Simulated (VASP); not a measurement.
# PbSe (I-4m2) in VASP: single point with PBE

Aim: the single point of PbSe with PBE.

Everything below comes from runs of VASP 6.6.1. Logs are shortened: lines on timing, memory, paths and dates and some standing lists are left out, and cuts for length are marked.

### 1 The cell of the first run

It takes space group I-4m2 (No. 119, tetragonal). The conventional cell has a = 4.841 Å, b = 4.841 Å, c = 6.740 Å, α = 90.00°, β = 90.00°, γ = 90.00°. Pb (site symmetry -4m2) has 4 Se at 2.95 Å within 3.9 Å. Se (site symmetry -4m2) has 4 Pb at 2.95 Å within 3.9 Å.

### 2 Single point, PBE (uniaxial z strain -1.6%)

Contents of INCAR:

```
  PREC = Accurate
  ENCUT = 520
  EDIFF = 1E-6
  ISMEAR = -1
  SIGMA = 0.02
  LREAL = F
  LASPH = T
  NELM = 60
  ALGO = Normal
  ISIF = 2
  LWAVE = F
  LCHARG = T
  GGA = PE
  LELF = T
  LVHAR = T
  NBANDS = 17
```

Contents of KPOINTS:

```
Automatic mesh
0
Gamma
  6 6 6
```

Contents of POSCAR:

```
PbSe
1.0
    0.0000000000      3.4232041400      3.3698021555
    3.4232041400      0.0000000000      3.3698021555
    3.4232041400      3.4232041400      0.0000000000
Pb Se
1 1
Direct
    0.0000000000      0.0000000000      0.0000000000
    0.2500000000      0.2500000000      0.2500000000
```

Potentials or basis: VASP PAW PBE potentials, release 64 (Pb_d, Se).

The run is started by

```bash
$ cat potpaw_PBE.64/Pb_d/POTCAR potpaw_PBE.64/Se/POTCAR > POTCAR
$ mpirun -np 1 vasp_std > vasp.out
```

OUTCAR:

```text
PREC = Accurate
   ENCUT = 520
   EDIFF = 1E-6
   ISMEAR = -1
   LREAL = F
   LASPH = T
   NELM = 60
   ISIF = 2
   GGA = PE

 ion  position               nearest neighbor table
   1  0.000  0.000  0.000-   2 2.95   2 2.95   2 2.95   2 2.95
   2  0.250  0.250  0.250-   1 2.95   1 2.95   1 2.95   1 2.95

  LATTYP: Found a body centered tetragonal cell.
 ALAT       =     4.8411417216
 C/A-ratio  =     1.3921518308

  Lattice vectors:

 A1 = (   0.0000000000,  -3.4232041400,  -3.3698021555)
 A2 = (   0.0000000000,   3.4232041400,  -3.3698021555)
 A3 = (   3.4232041400,   0.0000000000,   3.3698021555)

Analysis of symmetry for initial positions (statically):
=====================================================================
 Subroutine PRICEL returns:
 Original cell was already a primitive cell.

 Routine SETGRP: Setting up the symmetry group for a
 body centered tetragonal supercell.

 Subroutine GETGRP returns: Found  8 space group operations
 (whereof  8 operations were pure point group operations)
 out of a pool of 16 trial point group operations.

The static configuration has the point symmetry D_2d.

Analysis of symmetry for dynamics (positions and initial velocities):
=====================================================================
 Subroutine PRICEL returns:
 Original cell was already a primitive cell.

 Routine SETGRP: Setting up the symmetry group for a
 body centered tetragonal supercell.

 Subroutine GETGRP returns: Found  8 space group operations
 (whereof  8 operations were pure point group operations)
 out of a pool of 16 trial point group operations.

The dynamic configuration has the point symmetry D_2d.

 Subroutine INISYM returns: Found  8 space group operations
 (whereof  8 operations are pure point group operations),
 and found     1 'primitive' translations

----------------------------------------------------------------------------------------

                                     Primitive cell

  volume of cell :      78.9769

  direct lattice vectors                    reciprocal lattice vectors
     0.000000000  3.423204140  3.369802155    -0.146061987  0.146061987  0.148376663
     3.423204140  0.000000000  3.369802155     0.146061987 -0.146061987  0.148376663
     3.423204140  3.423204140  0.000000000     0.146061987  0.146061987 -0.148376663

  length of vectors
     4.803529239  4.803529239  4.841141722     0.254330184  0.254330184  0.254330184

  position of ions in fractional coordinates (direct lattice)
     0.000000000  0.000000000  0.000000000
     0.250000000  0.250000000  0.250000000

  ion indices of the primitive-cell ions
   primitive index   ion index
                 1           1
                 2           2

----------------------------------------------------------------------------------------

 KPOINTS: Automatic mesh

Automatic generation of k-mesh.
 Grid dimensions read from file:
 generate k-points for:    6    6    6

 Generating k-lattice:

  Cartesian coordinates                     Fractional coordinates (reciprocal lattice)
    -0.024343665  0.024343665  0.024729444     0.166666667  0.000000000  0.000000000
     0.024343665 -0.024343665  0.024729444     0.000000000  0.166666667  0.000000000
     0.024343665  0.024343665 -0.024729444     0.000000000  0.000000000  0.166666667

  Length of vectors
     0.042388364  0.042388364  0.042388364

  Shift w.r.t. Gamma in fractional coordinates (k-lattice)
     0.000000000  0.000000000  0.000000000

 Subroutine IBZKPT returns following result:
 ===========================================

 Found     30 irreducible k-points:

 Following reciprocal coordinates:
            Coordinates               Weight
  0.000000  0.000000  0.000000      1.000000
  0.166667  0.000000  0.000000      8.000000
  0.333333 -0.000000  0.000000      8.000000
  0.500000 -0.000000  0.000000      4.000000
  0.166667  0.166667  0.000000      2.000000
  0.333333  0.166667  0.000000      8.000000
[... 16 lines left out ...]
  0.333333  0.000000  0.333333      4.000000
  0.500000 -0.000000  0.333333     16.000000
 [... further k-points ...]
   k-points           NKPTS =     30   k-points in BZ     NKDIM =     30   number of bands    NBANDS=     17
   number of dos      NEDOS =    301   number of ions     NIONS =      2
   total plane-waves  NPLWV =  46656
   dimension x,y,z NGX =    36 NGY =   36 NGZ =   36
   dimension x,y,z NGXF=    72 NGYF=   72 NGZF=   72
   ions per type =               1   1
   NGX,Y,Z   is equivalent  to a cutoff of  12.46, 12.46, 12.36 a.u.
   NGXF,Y,Z  is equivalent  to a cutoff of  24.92, 24.92, 24.72 a.u.
 SYSTEM =  unknown system
   PREC   = accura    normal or accurate (medium, high low for compatibility)
   ISTART =      0    job   : 0-new  1-cont  2-samecut
   ICHARG =      2    charge: 1-file 2-atom 10-const
   ISPIN  =      1    spin polarized calculation?
   LNONCOLLINEAR =      F non collinear calculations
   LSORBIT =      F    spin-orbit coupling
   LASPH  =      T    aspherical Exc in radial PAW
   ENCUT  =  520.0 eV  38.22 Ry    6.18 a.u.   8.93  8.93  9.00*2*pi/ulx,y,z
   NELM   =     60;   NELMIN=  2; NELMDL= -5     # of ELM steps
   EDIFF  = 0.1E-05   stopping-criterion for ELM
   LREAL  =      F    real-space projection
   EDIFFG = 0.1E-04   stopping-criterion for IOM
   NSW    =      0    number of steps for IOM
   IBRION =     -1    ionic relax: 0-MD 1-quasi-New 2-CG
   NFREE  =      0    steps in history (QN), initial steepest desc. (CG)
   ISIF   =      2    stress and relaxation
   ISYM   =      2    0-nonsym 1-usesym 2-fastsym
   POTIM  = 0.5000    time-step for ionic-motion
   TEBEG  =    0.0;   TEEND  =   0.0 temperature during run
   PSTRESS=    0.0 pullay stress
   NELECT =      20.0000    total number of electrons
   NUPDOWN=      -1.0000    fix difference up-down
   EMIN   =  10.00;   EMAX   =-10.00  energy-range for DOS
   EFERMI =   0.00;   METHOD = LEGACY
   ISMEAR =    -1;   SIGMA  =   0.02  broadening in eV -4-tet -1-fermi 0-gaus
   EFERMI_NEDOS =   21; number of points for ismear=-14 and -15
   IALGO  =     38    algorithm
   IMIX   =      4    mixing-type and parameters
     AMIX     =   0.40;   BMIX     =  1.00
     AMIX_MAG =   1.60;   BMIX_MAG =  1.00
  volume/ion in A,a.u.               =      39.49       266.48
  Fermi-wavevector in a.u.,A,eV,Ry     =   1.035742  1.957268 14.595800  1.072761
  Thomas-Fermi vector in A             =   2.170099
   LORBIT       =      0    0 simple, 1 ext, 2 COOP (PROOUT), +10 PAW based schemes
   GGA     = PE    functional components
[... 5 lines left out ...]
 non-spin polarized calculation
  energy-cutoff  :      520.00
  volume of cell :       78.98
 maximum number of plane-waves:      2152
   NGX = 17   NGY = 17   NGZ = 17

 number of electron      20.0000006 magnetization

 Free energy of the ion-electron system (eV)
  ---------------------------------------------------
  ext. energy  EPLUGINS =         0.00000000
  ---------------------------------------------------
  free energy    TOTEN  =        -7.82632026 eV

  energy without entropy =       -7.82632026  energy(sigma->0) =       -7.82632026

 E-fermi :   2.7384     XC(G=0):  -7.7989

 val. band max:        2.3923235882   @ k =  -0.3333   0.1667   0.5000
 cond. band min:       3.0572736521   @ k =   0.5000   0.5000   0.0000
 fundamental gap:      0.6649500639
 Fermi energy:         2.7384207522

 k-point     1 :       0.0000    0.0000    0.0000
  band No.  band energies     occupation
      1     -14.3322      2.00000
      2     -14.3322      2.00000
      3     -14.3283      2.00000
      4     -14.2992      2.00000
      5     -14.2959      2.00000
      6     -10.3991      2.00000
[... 9 lines left out ...]
     16      10.8004      0.00000
     17      11.4433      0.00000

 k-point     2 :       0.1667    0.0000    0.0000
  band No.  band energies     occupation
      1     -14.3383      2.00000
      2     -14.3297      2.00000
      3     -14.3270      2.00000
      4     -14.2991      2.00000
      5     -14.2956      2.00000
      6     -10.2661      2.00000
[... 9 lines left out ...]
     16      10.0399      0.00000
     17      10.9187      0.00000

 k-point     3 :       0.3333   -0.0000    0.0000
  band No.  band energies     occupation
      1     -14.3523      2.00000
      2     -14.3254      2.00000
      3     -14.3232      2.00000
      4     -14.2979      2.00000
      5     -14.2942      2.00000
      6      -9.9605      2.00000
[... 9 lines left out ...]
     16      10.1016      0.00000
     17      11.3317      0.00000

 k-point     4 :       0.5000   -0.0000    0.0000
  band No.  band energies     occupation
      1     -14.3593      2.00000
      2     -14.3238      2.00000
      3     -14.3217      2.00000
      4     -14.2968      2.00000
      5     -14.2930      2.00000
      6      -9.7796      2.00000
[... 9 lines left out ...]
     16      10.8661      0.00000
     17      10.8899      0.00000

 k-point     5 :       0.1667    0.1667    0.0000
  band No.  band energies     occupation
      1     -14.3412      2.00000
      2     -14.3271      2.00000
      3     -14.3271      2.00000
      4     -14.3008      2.00000
      5     -14.2941      2.00000
      6     -10.2186      2.00000
[... 9 lines left out ...]
     16      10.8602      0.00000
     17      12.1419      0.00000

 k-point     6 :       0.3333    0.1667    0.0000
  band No.  band energies     occupation
      1     -14.3540      2.00000
      2     -14.3226      2.00000
      3     -14.3223      2.00000
      4     -14.3015      2.00000
      5     -14.2925      2.00000
      6      -9.9633      2.00000
[... 9 lines left out ...]
     16      10.9090      0.00000
     17      11.9970      0.00000

 k-point     7 :       0.5000    0.1667    0.0000
  band No.  band energies     occupation
      1     -14.3620      2.00000
      2     -14.3207      2.00000
      3     -14.3203      2.00000
      4     -14.2996      2.00000
      5     -14.2923      2.00000
      6      -9.7227      2.00000
[... 9 lines left out ...]
     16      11.0367      0.00000
     17      11.2486      0.00000

 k-point     8 :      -0.3333    0.1667    0.0000
  band No.  band energies     occupation
      1     -14.3593      2.00000
      2     -14.3221      2.00000
      3     -14.3207      2.00000
      4     -14.2976      2.00000
      5     -14.2946      2.00000
      6      -9.7886      2.00000
[... 9 lines left out ...]
     16      10.3776      0.00000
     17      11.5593      0.00000
[... 203 lines left out ...]
      1     -14.3636      2.00000
      2     -14.3202      2.00000
      3     -14.3171      2.00000
      4     -14.3020      2.00000
      5     -14.2919      2.00000
      6      -9.7284      2.00000
[... 9 lines left out ...]
     16      11.2872      0.00000
     17      12.1938      0.00000

 k-point    20 :      -0.3333    0.3333    0.1667
  band No.  band energies     occupation
      1     -14.3675      2.00000
      2     -14.3197      2.00000
      3     -14.3147      2.00000
      4     -14.3005      2.00000
      5     -14.2931      2.00000
      6      -9.5976      2.00000
[... 9 lines left out ...]
     16      11.0840      0.00000
     17      12.2031      0.00000

 k-point    21 :      -0.1667    0.3333    0.1667
  band No.  band energies     occupation
      1     -14.3648      2.00000
      2     -14.3191      2.00000
      3     -14.3167      2.00000
      4     -14.2997      2.00000
      5     -14.2940      2.00000
      6      -9.7339      2.00000
[... 9 lines left out ...]
     16      11.2285      0.00000
     17      12.2322      0.00000

 k-point    22 :      -0.3333    0.5000    0.1667
  band No.  band energies     occupation
      1     -14.3723      2.00000
      2     -14.3171      2.00000
      3     -14.3118      2.00000
      4     -14.3036      2.00000
      5     -14.2911      2.00000
      6      -9.5282      2.00000
[... 9 lines left out ...]
     16      11.8324      0.00000
     17      11.8731      0.00000

 k-point    23 :       0.3333    0.0000    0.3333
  band No.  band energies     occupation
      1     -14.3681      2.00000
      2     -14.3163      2.00000
      3     -14.3140      2.00000
      4     -14.3018      2.00000
      5     -14.2932      2.00000
      6      -9.8029      2.00000
[... 9 lines left out ...]
     16      11.6672      0.00000
     17      13.5204      0.00000

 k-point    24 :       0.5000   -0.0000    0.3333
  band No.  band energies     occupation
      1     -14.3733      2.00000
      2     -14.3147      2.00000
      3     -14.3123      2.00000
      4     -14.3015      2.00000
      5     -14.2930      2.00000
      6      -9.6075      2.00000
[... 9 lines left out ...]
     16      11.5492      0.00000
     17      12.8814      0.00000

 [... further k-points ...]

------------------------ aborting loop because EDIFF is reached ----------------------------------------

  FORCE on cell =-STRESS in cart. coord.  units (eV):
  Direction    XX          YY          ZZ          XY          YZ          ZX
  --------------------------------------------------------------------------------------
  -------------------------------------------------------------------------------------
  Total        0.6304294      0.6304294      0.6390405      0.0000000      0.0000000      0.0000000
  in kB       12.7893082     12.7893082     12.9639985      0.0000000      0.0000000      0.0000000
  external PRESSURE =      12.8475383 kB  Pullay stress =       0.0000000 kB

 VOLUME and BASIS-vectors are now :
 -----------------------------------------------------------------------------
  energy-cutoff  :      520.00
  volume of cell :       78.98
      direct lattice vectors                 reciprocal lattice vectors
     0.000000000  3.423204140  3.369802155    -0.146061987  0.146061987  0.148376663
     3.423204140  0.000000000  3.369802155     0.146061987 -0.146061987  0.148376663
     3.423204140  3.423204140  0.000000000     0.146061987  0.146061987 -0.148376663

 POSITION                                       TOTAL-FORCE (eV/Angst)
 -----------------------------------------------------------------------------------
      0.00000      0.00000      0.00000         0.000000      0.000000     -0.000000
      1.71160      1.71160      1.68490        -0.000000     -0.000000      0.000000
 -----------------------------------------------------------------------------------
    total drift:                                0.000000      0.000000      0.000000

  FREE ENERGIE OF THE ION-ELECTRON SYSTEM (eV)
  ---------------------------------------------------
  free  energy   TOTEN  =        -7.8263202624 eV

  energy  without entropy=       -7.8263202613  energy(sigma->0) =       -7.82632026
```

It took 35 s on 1 thread of Intel Xeon Platinum 8259CL at 2.50GHz (Skylake/Cascade Lake), shared host; peak memory 0.22 GiB.

Results:

- Free energy: -7.8263 eV
- Pressure: 1.3 GPa
- Band gap on the k mesh: 0.67 eV (least direct gap 1.12 eV)

Levels at points of the mesh, in eV from the valence-band top:
| k point | band 7 | band 8 | band 9 | band 10 | band 11 | band 12 | band 13 | band 14 |
| --- | --- | --- | --- | --- | --- | --- | --- | --- |
| (0.00, 0.00, 0.00) | -6.27 | -1.60 | -1.60 | -1.54 | 2.16 | 2.21 | 2.21 | 4.80 |
| (0.50, 0.00, 0.00) | -7.83 | -2.16 | -2.09 | -1.96 | 2.95 | 2.98 | 3.78 | 6.61 |
| (0.50, 0.50, 0.00) | -8.18 | -2.87 | -2.87 | -0.48 | 0.67 | 5.02 | 5.02 | 6.07 |
| (0.50, 0.00, 0.50) | -8.21 | -2.82 | -2.81 | -0.42 | 0.70 | 4.97 | 5.03 | 6.00 |

Caveat: the cell differs from its parent crystal (uniaxial z strain -1.6%); spin-orbit coupling is left out, which moves the levels of the heavy elements.
